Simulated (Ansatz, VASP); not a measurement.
**Two plane-wave programs on GdN**

```
Gd N
1.0
     0.00000    2.50101    2.50101
     2.50101    0.00000    2.50101
     2.50101    2.50101    0.00000
Gd N
1 1
Direct
  0.00000 0.00000 0.00000
  0.50000 0.50000 0.50000
```

Alike in both runs: task electric field gradients; functional PBE; k mesh 10 × 10 × 10; occupations gaussian, width 0.05 eV; collinear spin; Hubbard terms Gd f U = 6.0 eV.

|  | VASP | Ansatz |
| --- | --- | --- |
| version | VASP 6.6.1 | Ansatz 0.2.0 |
| potentials or method | VASP PAW PBE potentials, release 64 (Gd, N), cutoff 520 eV | scalar-relativistic, plane waves, PAW |
| valence electrons in the cell | 23 | 23 |

VASP gave:

| Item | Value |
| --- | --- |
| gap on the k mesh at the Fermi level (eV) | none |
| pressure (GPa) | 0.3 |
| net moment per atom (μB) | 3.50 |
| size of the moment on the site where the two differ most (μB) | 6.87 |

Problem. Which values does Ansatz return?

Solution. gap on the k mesh at the Fermi level (eV): none; pressure (GPa): 0.0; net moment per atom (μB): 3.50; size of the moment on the site where the two differ most (μB): 6.94.

Site moments also hang on the region over which each program counts them. The programs project onto different local orbitals, so the same U acts differently, and such runs can settle in different states. A gap of «none» marks a metal or a gap that the smearing closes. Ansatz's warnings: filled band counts differ across k points, stability check not made.

Neither program's run includes spin-orbit coupling.
